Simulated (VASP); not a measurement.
Here is a VASP 6.6.1 calculation.

File INCAR:

```
SYSTEM = Zn4Se3S
PREC = Accurate ; ENCUT = 520
EDIFF = 1E-6 ; ISMEAR = 0
SIGMA = 0.01 ; LREAL = .False.
LASPH = .True. ; NELM = 100
ALGO = Normal ; ISIF = 2
LWAVE = .False. ; LCHARG = .False.
GGA = PE ; NBANDS = 46
```

KPOINTS

```
Automatic mesh
0
Gamma
  4 4 4
  0 0 0
```

The input POSCAR:

```
Zn4Se3S
1.0
    5.7699391799      0.0000000000      0.0000000000
    0.0000000000      5.7699391799      0.0000000000
    0.0000000000      0.0000000000      5.7699391799
S Zn Se
1 4 3
Direct
    0.0000000000      0.0000000000      0.0000000000
    0.7566157996      0.7566157996      0.7566157996
    0.2433842004      0.2433842004      0.7566157996
    0.2433842004      0.7566157996      0.2433842004
    0.7566157996      0.2433842004      0.2433842004
    0.5000000000      0.5000000000      0.0000000000
    0.5000000000      0.0000000000      0.5000000000
    0.0000000000      0.5000000000      0.5000000000
```

Potentials or basis: VASP PAW PBE potentials, release 64 (S, Zn, Se).

Command:

```console
$ cat potpaw_PBE.64/S/POTCAR potpaw_PBE.64/Zn/POTCAR potpaw_PBE.64/Se/POTCAR > POTCAR
$ mpirun -np 1 vasp_std > vasp.out
```

(1) Predict the pressure.

(2) What does it give for the band gap on the k mesh?

(3) What does it give for the largest force?

Answers

(1) -2.9 GPa.

(2) 1.09 eV.

(3) 0.019 eV/Å.
